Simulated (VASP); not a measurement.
# KI (I4/mmm) in VASP: single point with HSE06

Aim: the single point of KI with HSE06.

All numbers are computed with VASP 6.6.1; they aren't measurements. Logs are shortened: lines on timing, memory, paths and dates and some standing lists are left out, and cuts for length are marked.

**1. The cell of the first run**

The structure is tetragonal, space group I4/mmm (No. 139). Conventional cell: a = 4.860 Å, b = 4.860 Å, c = 7.089 Å, α = 90.00°, β = 90.00°, γ = 90.00°. K (site symmetry 4/mmm) has 6 I at 3.44 to 3.54 Å within 4.5 Å. Within 4.5 Å of I (site symmetry 4/mmm) lie 6 K at 3.44 to 3.54 Å.

**2. Single point, HSE06 (biaxial xy strain -3.0%)**

Input file POSCAR:

```
KI
1.0
    0.0000000000      3.4368924838      3.5442842980
    3.4368924838      0.0000000000      3.5442842980
    3.4368924838      3.4368924838      0.0000000000
K I
1 1
Direct
    0.0000000000      0.0000000000      0.0000000000
    0.5000000000      0.5000000000      0.5000000000
```

Input file INCAR.step1:

```
SYSTEM = KI
ALGO = Normal
EDIFF = 1E-5
ENCUT = 520
GGA = PE
ISIF = 2
ISMEAR = 0
LASPH = .True.
LREAL = .False.
LWAVE = .True.
NBANDS = 15
NELM = 100
PREC = Accurate
SIGMA = 0.01
```

Input file INCAR.step2:

```
SYSTEM = KI
ALGO = Normal
EDIFF = 1E-7
ENCUT = 520
GGA = PE
HFSCREEN = 0.2079
ISIF = 2
ISMEAR = 0
ISTART = 1
LASPH = .True.
LCHARG = .True.
LELF = .True.
LHFCALC = .True.
LREAL = .False.
LVHAR = .True.
LWAVE = .False.
NBANDS = 15
NELM = 100
PREC = Accurate
PRECFOCK = Normal
SIGMA = 0.01
```

Input file KPOINTS:

```
k-points
0
Gamma
  4 4 4
  0 0 0
```

Potentials or basis: VASP PAW PBE potentials, release 64 (K_sv, I).

The run is started by

```
cat potpaw_PBE.64/K_sv/POTCAR potpaw_PBE.64/I/POTCAR > POTCAR
cp INCAR.step1 INCAR
mpirun -np 1 vasp_std > vasp.out
cp INCAR.step2 INCAR
mpirun -np 1 vasp_std > vasp.out
```

OUTCAR:

```text
SYSTEM = KI
   EDIFF = 1E-7
   ENCUT = 520
   GGA = PE
   HFSCREEN = 0.2079
   ISIF = 2
   ISMEAR = 0
   ISTART = 1
   LASPH = .True.
   LHFCALC = .True.
   LREAL = .False.
   NELM = 100
   PREC = Accurate
   PRECFOCK = Normal

 ion  position               nearest neighbor table
   1  0.000  0.000  0.000-   2 3.44   2 3.44   2 3.44   2 3.44   2 3.54   2 3.54
   2  0.500  0.500  0.500-   1 3.44   1 3.44   1 3.44   1 3.44   1 3.54   1 3.54

  LATTYP: Found a body centered tetragonal cell.
 ALAT       =     4.8604999630
 C/A-ratio  =     1.4584031787

  Lattice vectors:

 A1 = (  -3.4368924838,   0.0000000000,   3.5442842980)
 A2 = (   3.4368924838,   0.0000000000,   3.5442842980)
 A3 = (   0.0000000000,   3.4368924838,  -3.5442842980)

Analysis of symmetry for initial positions (statically):
=====================================================================
 Subroutine PRICEL returns:
 Original cell was already a primitive cell.

 Routine SETGRP: Setting up the symmetry group for a
 body centered tetragonal supercell.

 Subroutine GETGRP returns: Found 16 space group operations
 (whereof 16 operations were pure point group operations)
 out of a pool of 16 trial point group operations.

The static configuration has the point symmetry D_4h.

Analysis of symmetry for dynamics (positions and initial velocities):
=====================================================================
 Subroutine PRICEL returns:
 Original cell was already a primitive cell.

 Routine SETGRP: Setting up the symmetry group for a
 body centered tetragonal supercell.

 Subroutine GETGRP returns: Found 16 space group operations
 (whereof 16 operations were pure point group operations)
 out of a pool of 16 trial point group operations.

The dynamic configuration has the point symmetry D_4h.

 Subroutine INISYM returns: Found 16 space group operations
 (whereof 16 operations are pure point group operations),
 and found     1 'primitive' translations

----------------------------------------------------------------------------------------

                                     Primitive cell

  volume of cell :      83.7318

  direct lattice vectors                    reciprocal lattice vectors
     0.000000000  3.436892484  3.544284298    -0.145480256  0.145480256  0.141072205
     3.436892484  0.000000000  3.544284298     0.145480256 -0.145480256  0.141072205
     3.436892484  3.436892484  0.000000000     0.145480256  0.145480256 -0.141072205

  length of vectors
     4.937021484  4.937021484  4.860499963     0.249460171  0.249460171  0.249460171

  position of ions in fractional coordinates (direct lattice)
     0.000000000  0.000000000  0.000000000
     0.500000000  0.500000000  0.500000000

  ion indices of the primitive-cell ions
   primitive index   ion index
                 1           1
                 2           2

----------------------------------------------------------------------------------------

 KPOINTS: k-points

Automatic generation of k-mesh.
 Grid dimensions read from file:
 generate k-points for:    4    4    4

 Generating k-lattice:

  Cartesian coordinates                     Fractional coordinates (reciprocal lattice)
    -0.036370064  0.036370064  0.035268051     0.250000000  0.000000000  0.000000000
     0.036370064 -0.036370064  0.035268051     0.000000000  0.250000000  0.000000000
     0.036370064  0.036370064 -0.035268051     0.000000000  0.000000000  0.250000000

  Length of vectors
     0.062365043  0.062365043  0.062365043

  Shift w.r.t. Gamma in fractional coordinates (k-lattice)
     0.000000000  0.000000000  0.000000000

 Subroutine IBZKPT returns following result:
 ===========================================

 Found     13 irreducible k-points:

 Following reciprocal coordinates:
            Coordinates               Weight
  0.000000  0.000000  0.000000      1.000000
  0.250000  0.000000  0.000000      8.000000
  0.500000  0.000000  0.000000      4.000000
  0.250000  0.250000  0.000000      2.000000
  0.500000  0.250000  0.000000      8.000000
 -0.250000  0.250000  0.000000      4.000000
  0.500000  0.500000  0.000000      1.000000
  0.250000  0.000000  0.250000      4.000000
  0.500000  0.000000  0.250000     16.000000
 -0.250000  0.000000  0.250000      8.000000
 -0.250000  0.500000  0.250000      4.000000
  0.500000  0.000000  0.500000      2.000000
 -0.250000  0.250000  0.500000      2.000000
   k-points           NKPTS =     13   k-points in BZ     NKDIM =     64   number of bands    NBANDS=     15
   number of dos      NEDOS =    301   number of ions     NIONS =      2
   total plane-waves  NPLWV =  57600
   dimension x,y,z NGX =    40 NGY =   40 NGZ =   36
   dimension x,y,z NGXF=    80 NGYF=   80 NGZF=   72
   ions per type =               1   1
   NGX,Y,Z   is equivalent  to a cutoff of  13.47, 13.47, 12.31 a.u.
   NGXF,Y,Z  is equivalent  to a cutoff of  26.94, 26.94, 24.63 a.u.
 SYSTEM =  KI
   PREC   = accura    normal or accurate (medium, high low for compatibility)
   ISTART =      1    job   : 0-new  1-cont  2-samecut
   ICHARG =      0    charge: 1-file 2-atom 10-const
   ISPIN  =      1    spin polarized calculation?
   LNONCOLLINEAR =      F non collinear calculations
   LSORBIT =      F    spin-orbit coupling
   LASPH  =      T    aspherical Exc in radial PAW
   ENCUT  =  520.0 eV  38.22 Ry    6.18 a.u.   9.18  9.18  9.04*2*pi/ulx,y,z
   NELM   =    100;   NELMIN=  2; NELMDL=  0     # of ELM steps
   EDIFF  = 0.1E-06   stopping-criterion for ELM
   LREAL  =      F    real-space projection
   EDIFFG = 0.1E-05   stopping-criterion for IOM
   NSW    =      0    number of steps for IOM
   IBRION =     -1    ionic relax: 0-MD 1-quasi-New 2-CG
   NFREE  =      0    steps in history (QN), initial steepest desc. (CG)
   ISIF   =      2    stress and relaxation
   ISYM   =      3    0-nonsym 1-usesym 2-fastsym
   POTIM  = 0.5000    time-step for ionic-motion
   TEBEG  =    0.0;   TEEND  =   0.0 temperature during run
   PSTRESS=    0.0 pullay stress
   NELECT =      16.0000    total number of electrons
   NUPDOWN=      -1.0000    fix difference up-down
   EMIN   =  10.00;   EMAX   =-10.00  energy-range for DOS
   EFERMI =   0.00;   METHOD = LEGACY
   ISMEAR =     0;   SIGMA  =   0.01  broadening in eV -4-tet -1-fermi 0-gaus
   EFERMI_NEDOS =   21; number of points for ismear=-14 and -15
   IALGO  =     38    algorithm
   IMIX   =      1    mixing-type and parameters
     AMIX     =   0.40;   BMIX     =  1.00
     AMIX_MAG =   1.60;   BMIX_MAG =  1.00
  volume/ion in A,a.u.               =      41.87       282.53
  Fermi-wavevector in a.u.,A,eV,Ry     =   0.942941  1.781901 12.097462  0.889138
  Thomas-Fermi vector in A             =   2.070600
   LORBIT       =      0    0 simple, 1 ext, 2 COOP (PROOUT), +10 PAW based schemes
   GGA     = PE    functional components
   LHFCALC =     T    Hartree Fock is set to
   PRECFOCK=normal    Normal, Fast or Accurate (Low or Medium for compatibility)
   ENCUT4O =  -1.0   cutoff for four orbital integrals eV
   NKREDX  =     1    reduce k-point grid by
   NKREDY  =     1    reduce k-point grid by
   NKREDZ  =     1    reduce k-point grid by
   AEXX    =    0.2500 exact exchange contribution
   HFSCREEN=    0.2079 screening length (either q_TF or 0.3 A-1)
   HFSCREENC=   0.2079 screening length for correlation (either q_TF or 0.3 A-1)
   ENCUTFOCK=  -1.0 apply spherical cutoff to Coloumb kernel
   IVDW    =     0    specifies the selected vdW correction
   LEPSILON=     F    determine dielectric tensor
   LRPA    =     F    only Hartree local field effects (RPA)
 non-spin polarized calculation
 Gauss-broadening in eV      SIGMA  =   0.01
  energy-cutoff  :      520.00
  volume of cell :       83.73
 maximum number of plane-waves:      2276
 NGX is ok and might be reduce to    40
  NGX = 28; NGY = 28; NGZ = 28

 number of electron      16.0000000 magnetization

 Free energy of the ion-electron system (eV)
  ---------------------------------------------------
  ext. energy  EPLUGINS =         0.00000000
  ---------------------------------------------------
  free energy    TOTEN  =        -6.37267588 eV

  energy without entropy =       -6.37267588  energy(sigma->0) =       -6.37267588

 E-fermi :  -0.7227     XC(G=0):  -6.2054

 val. band max:       -0.8625339532   @ k =   0.0000   0.0000   0.0000
 cond. band min:       4.2191117660   @ k =   0.0000   0.0000   0.0000
 fundamental gap:      5.0816457191
 Fermi energy:        -0.7226943551

 k-point     1 :       0.0000    0.0000    0.0000
  band No.  band energies     occupation
      1     -31.6070      2.00000
      2     -13.7493      2.00000
      3     -13.7493      2.00000
      4     -13.7444      2.00000
      5     -12.3494      2.00000
      6      -0.8745      2.00000
      7      -0.8625      2.00000
      8      -0.8625      2.00000
      9       4.2191      0.00000
     10       6.6280      0.00000
     11       6.8247      0.00000
     12       6.8247      0.00000
     13       7.5624      0.00000
     14       7.7000      0.00000
     15      10.0138      0.00000

 k-point     2 :       0.2500    0.0000    0.0000
  band No.  band energies     occupation
      1     -31.6055      2.00000
      2     -13.8695      2.00000
      3     -13.7486      2.00000
      4     -13.7476      2.00000
      5     -12.1384      2.00000
      6      -1.7309      2.00000
      7      -1.0809      2.00000
      8      -1.0685      2.00000
      9       5.3297      0.00000
     10       6.8692      0.00000
     11       7.3728      0.00000
     12       7.4954      0.00000
     13       8.3472      0.00000
     14       8.4850      0.00000
     15      11.0160      0.00000

 k-point     3 :       0.5000    0.0000    0.0000
  band No.  band energies     occupation
      1     -31.6041      2.00000
      2     -13.9682      2.00000
      3     -13.7495      2.00000
      4     -13.7478      2.00000
      5     -11.9454      2.00000
      6      -2.3931      2.00000
      7      -1.2716      2.00000
      8      -1.2567      2.00000
      9       5.6821      0.00000
     10       8.2140      0.00000
     11       8.3746      0.00000
     12       8.6204      0.00000
     13       9.3545      0.00000
     14       9.3770      0.00000
     15      10.0934      0.00000

 k-point     4 :       0.2500    0.2500    0.0000
  band No.  band energies     occupation
      1     -31.6052      2.00000
      2     -13.8158      2.00000
      3     -13.7600      2.00000
      4     -13.7600      2.00000
      5     -12.1870      2.00000
      6      -1.7391      2.00000
      7      -1.0799      2.00000
      8      -1.0799      2.00000
      9       5.6184      0.00000
     10       5.6726      0.00000
     11       8.1011      0.00000
     12       8.3125      0.00000
     13       8.3125      0.00000
     14       8.3665      0.00000
     15      10.9042      0.00000
[... 109 lines left out ...]
 k-point    11 :      -0.2500    0.5000    0.2500
  band No.  band energies     occupation
      1     -31.6032      2.00000
      2     -13.8338      2.00000
      3     -13.7905      2.00000
      4     -13.7842      2.00000
      5     -12.0551      2.00000
      6      -1.7263      2.00000
      7      -1.6899      2.00000
      8      -1.5872      2.00000
      9       6.7234      0.00000
     10       6.7714      0.00000
     11       7.0389      0.00000
     12       8.8202      0.00000
     13       9.4544      0.00000
     14      10.4334      0.00000
     15      11.0484      0.00000

 k-point    12 :       0.5000    0.0000    0.5000
  band No.  band energies     occupation
      1     -31.6029      2.00000
      2     -13.8104      2.00000
      3     -13.7778      2.00000
      4     -13.7668      2.00000
      5     -12.1505      2.00000
      6      -2.0135      2.00000
      7      -1.3333      2.00000
      8      -1.2930      2.00000
      9       4.9763      0.00000
     10       6.1010      0.00000
     11       8.6913      0.00000
     12       9.3630      0.00000
     13       9.5117      0.00000
     14      10.2706      0.00000
     15      10.5252      0.00000

 k-point    13 :      -0.2500    0.2500    0.5000
  band No.  band energies     occupation
      1     -31.6029      2.00000
      2     -13.8047      2.00000
      3     -13.7940      2.00000
      4     -13.7940      2.00000
      5     -12.0839      2.00000
      6      -1.7172      2.00000
      7      -1.7172      2.00000
      8      -1.5151      2.00000
      9       6.6191      0.00000
     10       6.6191      0.00000
     11       7.0515      0.00000
     12       8.7632      0.00000
     13       9.3874      0.00000
     14      10.5636      0.00000
     15      10.7456      0.00000

------------------------ aborting loop because EDIFF is reached ----------------------------------------

  FORCE on cell =-STRESS in cart. coord.  units (eV):
  Direction    XX          YY          ZZ          XY          YZ          ZX
  --------------------------------------------------------------------------------------
  -------------------------------------------------------------------------------------
  Total        0.8166709      0.8166709      0.2888448      0.0000000      0.0000000     -0.0000000
  in kB       15.6266977     15.6266977      5.5269388      0.0000000      0.0000000     -0.0000000
  external PRESSURE =      12.2601114 kB  Pullay stress =       0.0000000 kB

 VOLUME and BASIS-vectors are now :
 -----------------------------------------------------------------------------
  energy-cutoff  :      520.00
  volume of cell :       83.73
      direct lattice vectors                 reciprocal lattice vectors
     0.000000000  3.436892484  3.544284298    -0.145480256  0.145480256  0.141072205
     3.436892484  0.000000000  3.544284298     0.145480256 -0.145480256  0.141072205
     3.436892484  3.436892484  0.000000000     0.145480256  0.145480256 -0.141072205

 POSITION                                       TOTAL-FORCE (eV/Angst)
 -----------------------------------------------------------------------------------
      0.00000      0.00000      0.00000         0.000000      0.000000      0.000000
      3.43689      3.43689      3.54428        -0.000000     -0.000000     -0.000000
 -----------------------------------------------------------------------------------
    total drift:                               -0.000000      0.000000      0.000000

  FREE ENERGIE OF THE ION-ELECTRON SYSTEM (eV)
  ---------------------------------------------------
  free  energy   TOTEN  =        -6.3726758846 eV

  energy  without entropy=       -6.3726758846  energy(sigma->0) =       -6.37267588
```

It took 25 min on 1 thread of Intel Xeon Platinum 8259CL at 2.50GHz (Skylake/Cascade Lake), shared host; peak memory 0.35 GiB.

Results:

| Quantity | Value |
| --- | --- |
| Free energy | -6.3727 eV |
| Pressure | 1.2 GPa |
| Band gap on the k mesh | 5.08 eV |

Caveat: the cell differs from its parent crystal (biaxial xy strain -3.0%); the PAW data sets were made with another functional, which shifts forces and pressure a little; spin-orbit coupling is left out, which moves the levels of the heavy elements.
